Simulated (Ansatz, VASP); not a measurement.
# Au: VASP beside Ansatz

Contents of INCAR:

```
SYSTEM = Au
PREC = Accurate
ENCUT = 520
EDIFF = 1E-7
ISMEAR = 0
SIGMA = 0.1
LREAL = .FALSE.
LASPH = .TRUE.
NELM = 100
ALGO = Fast
ISIF = 2
LWAVE = .FALSE.
LCHARG = .TRUE.
GGA = PS
LELF = .TRUE.
LVHAR = .TRUE.
NBANDS = 36
```

The input KPOINTS:

```
regular mesh
0
G
  14 14 1
  0 0 0
```

Contents of POSCAR:

```
Au
1.0
    2.8200300622      0.0000000000      0.0000000000
   -1.4100150311      2.5170030989      0.0000000000
    0.0000000000      0.0000000000     24.6013551323
Au
5
Direct
    0.6638639510      0.3277279020      0.3048612550
    0.3361360490      0.6722720980      0.4024306275
    0.6638639510      0.3277279020      0.5000000000
    0.3361360490      0.6722720980      0.5975693725
    0.6638639510      0.3277279020      0.6951387450
```

Input for Ansatz:

```yaml
crystal:
  lattice:
    - [2.8200300622, 0.0, 0.0]
    - [-1.4100150311, 2.5170030989, 0.0]
    - [0.0, 0.0, 24.6013551323]
  atoms:
    - { symbol: Au, position: [0.663863951, 0.327727902, 0.304861255] }
    - { symbol: Au, position: [0.336136049, 0.672272098, 0.4024306275] }
    - { symbol: Au, position: [0.663863951, 0.327727902, 0.5] }
    - { symbol: Au, position: [0.336136049, 0.672272098, 0.5975693725] }
    - { symbol: Au, position: [0.663863951, 0.327727902, 0.695138745] }
basis:
  ecutwfc: 420
kpoints:
  mp_grid: { grid: [14, 14, 1] }
hamiltonian:
  xc: pbesol
scf:
  occupations: { method: gaussian, width: 0.1 }
output:
  forces: true
  stress: true
  eigenvalues: true
```

Alike in both runs: task single point; functional PBEsol; k mesh 14 × 14 × 1; occupations gaussian, width 0.1 eV; no spin polarisation.

|  | VASP | Ansatz |
| --- | --- | --- |
| version | VASP 6.6.1 | Ansatz 0.2.0 |
| potentials or method | VASP PAW PBE potentials, release 64 (Au), cutoff 520 eV | scalar-relativistic, plane waves, PAW |
| valence electrons in the cell | 55 | 95 |

Ansatz gave:

| Quantity | Value |
| --- | --- |
| gap on the k mesh at the Fermi level (eV) | none |
| rms of the force components (eV/Å) | 0.048 |

What did VASP give for the same quantities?

gap on the k mesh at the Fermi level (eV): none; rms of the force components (eV/Å): 0.047.

VASP's potentials were made for PBE, not for PBEsol. Atom by atom the forces differ by 0.003 eV/Å (rms over components). A gap of «none» marks a metal or a gap that the smearing closes. VASP's potentials hold 55 valence electrons a cell and Ansatz's 95, so a difference there can come from the potentials and not from the codes.

Neither program's run includes spin-orbit coupling.
